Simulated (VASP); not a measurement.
# Ir (Pm-3m) in VASP: a series of runs, part 3 of 3

VASP 6.6.1. Earlier steps stand in the parts before.

### 5 Single point, r2SCAN, collinear spin (17.97 Å³/atom)

This run uses another cell than the first one, of 17.97 Å³/atom.

Contents of POSCAR:

```
Ir
1.0
    2.6191689490      0.0000000000      0.0000000000
    0.0000000000      2.6191689490      0.0000000000
    0.0000000000      0.0000000000      2.6191689490
Ir
1
Direct
    0.0000000000      0.0000000000      0.0000000000
```

Contents of INCAR.step1:

```
SYSTEM = Ir
ALGO = Normal ; EDIFF = 1E-4
ENCUT = 520 ; GGA = PE
ISMEAR = -1 ; ISPIN = 2
LASPH = .TRUE. ; LCHARG = .FALSE.
LMAXMIX = 4 ; LREAL = .FALSE.
LWAVE = .TRUE. ; MAGMOM = 1
NBANDS = 14 ; NELM = 150
PREC = Accurate ; SIGMA = 0.05
```

Contents of INCAR.step2:

```
SYSTEM = Ir
ALGO = Normal ; EDIFF = 1E-6
ENCUT = 520 ; ISIF = 2
ISMEAR = -1 ; ISPIN = 2
ISTART = 1 ; LASPH = .TRUE.
LCHARG = .FALSE. ; LMAXMIX = 4
LMIXTAU = .TRUE. ; LORBIT = 11
LREAL = .FALSE. ; LWAVE = .FALSE.
MAGMOM = 1 ; METAGGA = R2SCAN
NBANDS = 14 ; NELM = 150
PREC = Accurate ; SIGMA = 0.05
```

Contents of KPOINTS:

```
k-points
0
G
  14 14 14
  0 0 0
```

Potentials or basis: VASP PAW PBE potentials, release 64 (Ir).

Command:

```sh
> cat potpaw_PBE.64/Ir/POTCAR > POTCAR
> cp INCAR.step1 INCAR
> mpirun -np 1 vasp_std > vasp.out
> cp INCAR.step2 INCAR
> mpirun -np 1 vasp_std > vasp.out
```

OUTCAR:

```text
SYSTEM = Ir
   EDIFF = 1E-6
   ENCUT = 520
   ISIF = 2
   ISMEAR = -1
   ISPIN = 2
   ISTART = 1
   LASPH = .TRUE.
   LORBIT = 11
   LREAL = .FALSE.
   METAGGA = R2SCAN
   NELM = 150
   PREC = Accurate

 ion  position               nearest neighbor table
   1  0.000  0.000  0.000-

  LATTYP: Found a simple cubic cell.
 ALAT       =     2.6191689490

  Lattice vectors:

[... 1019 lines left out ...]
     14      36.5979      0.00000

 [... further k-points ...]
[... 5 lines left out ...]
  --------------------------------------------------------------------------------------
  -------------------------------------------------------------------------------------
  Total       -1.8301466     -1.8301466     -1.8301466     -0.0000000     -0.0000000      0.0000000
  in kB     -163.1946532   -163.1946532   -163.1946532     -0.0000000     -0.0000000      0.0000000
  external PRESSURE =    -163.1946532 kB  Pullay stress =       0.0000000 kB

 VOLUME and BASIS-vectors are now :
 -----------------------------------------------------------------------------
  energy-cutoff  :      520.00
  volume of cell :       17.97
      direct lattice vectors                 reciprocal lattice vectors
     2.619168949  0.000000000  0.000000000     0.381800495  0.000000000  0.000000000
     0.000000000  2.619168949  0.000000000     0.000000000  0.381800495  0.000000000
     0.000000000  0.000000000  2.619168949     0.000000000  0.000000000  0.381800495

 POSITION                                       TOTAL-FORCE (eV/Angst)
 -----------------------------------------------------------------------------------
      0.00000      0.00000      0.00000         0.000000      0.000000      0.000000
 -----------------------------------------------------------------------------------
    total drift:                                0.000000      0.000000      0.000000

  FREE ENERGIE OF THE ION-ELECTRON SYSTEM (eV)
  ---------------------------------------------------
  free  energy   TOTEN  =       -51.2924553229 eV

  energy  without entropy=      -51.2819875610  energy(sigma->0) =      -51.28722144

 total charge

# of ion       s       p       d       tot
------------------------------------------
    1        0.705   0.458   6.961   8.125

 magnetization (x)

# of ion       s       p       d       tot
------------------------------------------
    1       -0.000  -0.000   0.000  -0.000
```

OUTCAR.step1:

```text
SYSTEM = Ir
   EDIFF = 1E-4
   ENCUT = 520
   GGA = PE
   ISMEAR = -1
   ISPIN = 2
   LASPH = .TRUE.
[... 1055 lines left out ...]
 -----------------------------------------------------------------------------------
      0.00000      0.00000      0.00000         0.000000      0.000000      0.000000
 -----------------------------------------------------------------------------------
    total drift:                               -0.000000      0.000000      0.000000

  FREE ENERGIE OF THE ION-ELECTRON SYSTEM (eV)
  ---------------------------------------------------
  free  energy   TOTEN  =        -7.8359526467 eV

  energy  without entropy=       -7.8243154213  energy(sigma->0) =       -7.83013403
```

OSZICAR.step1:

```text
N       E                     dE             d eps       ncg     rms          rms(c)
DAV:   1     0.487813085233E+02    0.48781E+02   -0.42481E+03  6728   0.603E+02
DAV:   2    -0.693403084234E+01   -0.55715E+02   -0.51439E+02  7542   0.156E+02
DAV:   3    -0.817762404914E+01   -0.12436E+01   -0.12369E+01  8904   0.255E+01
DAV:   4    -0.818802596028E+01   -0.10402E-01   -0.10400E-01  8320   0.225E+00
DAV:   5    -0.818823011040E+01   -0.20415E-03   -0.20415E-03  8962   0.302E-01    0.972E+00
DAV:   6    -0.787125096575E+01    0.31698E+00   -0.75450E-01  8856   0.781E+00    0.394E+00
DAV:   7    -0.783893156454E+01    0.32319E-01   -0.12876E-01  9556   0.265E+00    0.176E+00
DAV:   8    -0.783756736406E+01    0.13642E-02   -0.31231E-03  8558   0.444E-01    0.975E-01
DAV:   9    -0.783589917332E+01    0.16682E-02   -0.15197E-03  8316   0.409E-01    0.198E-01
DAV:  10    -0.783595264670E+01   -0.53473E-04   -0.13580E-04  6448   0.969E-02
   1 F= -.78359526E+01 E0= -.78301340E+01  d E =-.116372E-01  mag=     0.0000
```

Run time: 60 s. Hardware: 1 thread of Intel Xeon 6975P-C (Granite Rapids), shared host; peak memory 0.17 GiB.

Results:

* Free energy: -51.2925 eV
* Pressure: -16.3 GPa
* Net moment: 0.00 μB per cell
* Valence electrons inside the program's atomic spheres: Ir 8.12

Levels at points of the mesh, in eV from the Fermi level:
Spin up:
| k point | band 1 | band 2 | band 3 | band 4 | band 5 | band 6 | band 7 | band 8 |
| --- | --- | --- | --- | --- | --- | --- | --- | --- |
| (0.00, 0.00, 0.00) | -8.84 | -5.71 | -5.71 | 1.17 | 1.17 | 1.17 | 15.96 | 15.96 |
| (0.50, 0.00, 0.00) | -5.98 | -5.03 | -1.39 | -1.39 | -0.51 | 1.42 | 5.66 | 17.22 |
| (0.50, 0.50, 0.00) | -6.01 | -4.55 | -0.92 | -0.92 | 3.14 | 4.70 | 4.70 | 10.95 |
| (0.50, 0.50, 0.50) | -4.88 | -4.88 | -4.88 | 3.32 | 3.32 | 10.32 | 10.69 | 10.69 |
Spin down:
```csv
k point,band 2,band 3,band 4,band 5,band 6,band 7
"(0.00, 0.00, 0.00)",-5.71,-5.71,1.17,1.17,1.17,15.96
"(0.50, 0.00, 0.00)",-5.03,-1.39,-1.39,-0.51,1.42,5.66
"(0.50, 0.50, 0.00)",-4.55,-0.92,-0.92,3.14,4.70,4.70
"(0.50, 0.50, 0.50)",-4.88,-4.88,3.32,3.32,10.32,10.69
```

Caveat: the cell stands under tension; the PAW data sets were made with another functional, which shifts forces and pressure a little; spin-orbit coupling is left out, which moves the levels of the heavy elements.

### 6 Single point, r2SCAN, collinear spin (18.63 Å³/atom)

This run uses another cell than the first one, of 18.63 Å³/atom.

Contents of POSCAR:

```
Ir
1.0
    2.6511131820      0.0000000000      0.0000000000
    0.0000000000      2.6511131820      0.0000000000
    0.0000000000      0.0000000000      2.6511131820
Ir
1
Direct
    0.0000000000      0.0000000000      0.0000000000
```

Contents of INCAR.step1:

```
SYSTEM = Ir
ALGO = Normal
EDIFF = 1E-4
ENCUT = 520
GGA = PE
ISMEAR = -1
ISPIN = 2
LASPH = .TRUE.
LCHARG = .FALSE.
LMAXMIX = 4
LREAL = .FALSE.
LWAVE = .TRUE.
MAGMOM = 1
NBANDS = 14
NELM = 150
PREC = Accurate
SIGMA = 0.05
```

Contents of INCAR.step2:

```
SYSTEM = Ir
ALGO = Normal
EDIFF = 1E-7
ENCUT = 520
ISIF = 2
ISMEAR = -1
ISPIN = 2
ISTART = 1
LASPH = .TRUE.
LCHARG = .TRUE.
LELF = .TRUE.
LMAXMIX = 4
LMIXTAU = .TRUE.
LORBIT = 11
LREAL = .FALSE.
LVHAR = .TRUE.
LWAVE = .FALSE.
MAGMOM = 1
METAGGA = R2SCAN
NBANDS = 14
NELM = 150
PREC = Accurate
SIGMA = 0.05
```

KPOINTS is that of step 5.

Potentials or basis: VASP PAW PBE potentials, release 64 (Ir).

Command:

```sh
> cat potpaw_PBE.64/Ir/POTCAR > POTCAR
> cp INCAR.step1 INCAR
> mpirun -np 1 vasp_std > vasp.out
> cp INCAR.step2 INCAR
> mpirun -np 1 vasp_std > vasp.out
```

Wall time 62 s (1 thread of Intel Xeon 6975P-C (Granite Rapids), shared host); peak memory 0.17 GiB.

Results (log left out):

| Quantity | Value |
| --- | --- |
| Free energy | -51.2119 eV |
| Pressure | -22.3 GPa |
| Net moment | 0.00 μB per cell |
| Valence electrons inside the program's atomic spheres | Ir 8.04 |

Levels at points of the mesh, in eV from the Fermi level:
Spin up:
```tsv
k point	band 1	band 2	band 3	band 4	band 5	band 6	band 7	band 8
(0.00, 0.00, 0.00)	-8.52	-5.42	-5.42	1.09	1.09	1.09	15.71	15.71
(0.50, 0.00, 0.00)	-5.74	-4.78	-1.31	-1.31	-0.38	1.33	5.38	17.17
(0.50, 0.50, 0.00)	-5.67	-4.35	-0.87	-0.87	2.96	4.65	4.65	10.43
(0.50, 0.50, 0.50)	-4.60	-4.60	-4.60	3.12	3.12	10.38	10.38	10.38
```
Spin down:
| k point | band 1 | band 2 | band 3 | band 4 | band 5 | band 6 | band 7 | band 8 | band 9 |
| --- | --- | --- | --- | --- | --- | --- | --- | --- | --- |
| (0.00, 0.00, 0.00) | -8.52 | -5.42 | -5.42 | 1.09 | 1.09 | 1.09 | 15.71 | 15.71 | 15.71 |
| (0.50, 0.00, 0.00) | -5.74 | -4.78 | -1.31 | -1.31 | -0.38 | 1.33 | 5.38 | 17.17 | 20.47 |
| (0.50, 0.50, 0.00) | -5.67 | -4.35 | -0.87 | -0.87 | 2.96 | 4.65 | 4.65 | 10.43 | 14.19 |
| (0.50, 0.50, 0.50) | -4.60 | -4.60 | -4.60 | 3.12 | 3.12 | 10.38 | 10.38 | 10.38 | 10.41 |

Caveat: the cell stands under tension; the PAW data sets were made with another functional, which shifts forces and pressure a little; spin-orbit coupling is left out, which moves the levels of the heavy elements.

### 7 Single point, r2SCAN, collinear spin

This run uses another cell than the first one, of 16.64 Å³/atom.

Contents of POSCAR:

```
Ir
1.0
    2.5528321554      0.0000000000      0.0000000000
    0.0000000000      2.5528321554      0.0000000000
    0.0000000000      0.0000000000      2.5528321554
Ir
1
Direct
    0.0000000000      0.0000000000      0.0000000000
```

Contents of INCAR.step1:

```
  ALGO = Normal
  EDIFF = 1E-4
  ENCUT = 520
  GGA = PE
  ISMEAR = -1
  ISPIN = 2
  LASPH = True
  LCHARG = False
  LMAXMIX = 4
  LREAL = False
  LWAVE = True
  MAGMOM = 1
  NBANDS = 14
  NELM = 150
  PREC = Accurate
  SIGMA = 0.05
```

Contents of INCAR.step2:

```
  ALGO = Normal
  EDIFF = 1E-7
  ENCUT = 520
  ISIF = 2
  ISMEAR = -1
  ISPIN = 2
  ISTART = 1
  LASPH = True
  LCHARG = False
  LMAXMIX = 4
  LMIXTAU = True
  LORBIT = 11
  LREAL = False
  LWAVE = False
  MAGMOM = 1
  METAGGA = R2SCAN
  NBANDS = 14
  NELM = 150
  PREC = Accurate
  SIGMA = 0.05
```

Contents of KPOINTS:

```
k-points
0
Gamma
  20 20 20
```

Command:

```sh
> cat potpaw_PBE.64/Ir/POTCAR > POTCAR
> cp INCAR.step1 INCAR
> mpirun -np 1 vasp_std > vasp.out
> cp INCAR.step2 INCAR
> mpirun -np 1 vasp_std > vasp.out
```

Wall time 2.5 min (1 thread of Intel Xeon 6975P-C (Granite Rapids), shared host); peak memory 0.21 GiB.

It converged, with:

```yaml
Free_energy: -51.3543 eV
Pressure: 1.1 GPa
Net_moment: 0.00 μB per cell
Valence_electrons_inside_the_program's_atomic_spheres: Ir 8.32
```

Levels at points of the mesh, in eV from the Fermi level:
Spin up:
```
           k point  band 1  band 2  band 3  band 4  band 5  band 6  band 7  band 8
(0.00, 0.00, 0.00)   -9.51   -6.36   -6.36    1.37    1.37    1.37   16.52   16.52
(0.50, 0.00, 0.00)   -6.49   -5.59   -1.56   -1.56   -0.77    1.66    6.34   17.31
(0.50, 0.50, 0.00)   -6.76   -4.99   -1.01   -1.01    3.58    4.84    4.84   12.15
(0.50, 0.50, 0.50)   -5.49   -5.49   -5.49    3.79    3.79   10.11   11.42   11.42
```
Spin down:
```csv
k point,band 1,band 2,band 3,band 4,band 5,band 6,band 7,band 8
"(0.00, 0.00, 0.00)",-9.51,-6.36,-6.36,1.37,1.37,1.37,16.52,16.52
"(0.50, 0.00, 0.00)",-6.49,-5.59,-1.56,-1.56,-0.77,1.66,6.34,17.31
"(0.50, 0.50, 0.00)",-6.76,-4.99,-1.01,-1.01,3.58,4.84,4.84,12.15
"(0.50, 0.50, 0.50)",-5.49,-5.49,-5.49,3.79,3.79,10.11,11.42,11.42
```

Caveat: the PAW data sets were made with another functional, which shifts forces and pressure a little; spin-orbit coupling is left out, which moves the levels of the heavy elements.

### 8 Overview

| cell | k mesh | gap on the mesh (eV) | pressure (GPa) | moment (μB) |
| --- | --- | --- | --- | --- |
| a = 2.518 Å, 1 atom | 14 × 14 × 14 | none | 13.3 | 0.00 |
| a = 2.553 Å, 1 atom | 14 × 14 × 14 | none | 1.0 | 0.00 |
| a = 2.586 Å, 1 atom | 14 × 14 × 14 | none | -8.7 | 0.00 |
| a = 2.619 Å, 1 atom | 14 × 14 × 14 | none | -16.3 | 0.00 |
| a = 2.651 Å, 1 atom | 14 × 14 × 14 | none | -22.3 | 0.00 |
| a = 2.553 Å, 1 atom | 20 × 20 × 20 | none | 1.1 | 0.00 |

Alike in all rows: task single point; level r2SCAN; potentials or basis VASP PAW PBE potentials, release 64 (Ir); spin collinear; cutoff (eV) 520; smearing fermi-dirac 0.05 eV.

Caveats: the PAW data sets were made with another functional, which shifts forces and pressure a little; spin-orbit coupling is left out, which moves the levels of the heavy elements; the cell stands under tension (at least some runs); the cell stands under pressure (at least some runs).

Absolute energies hang on the potentials; compare differences alone.
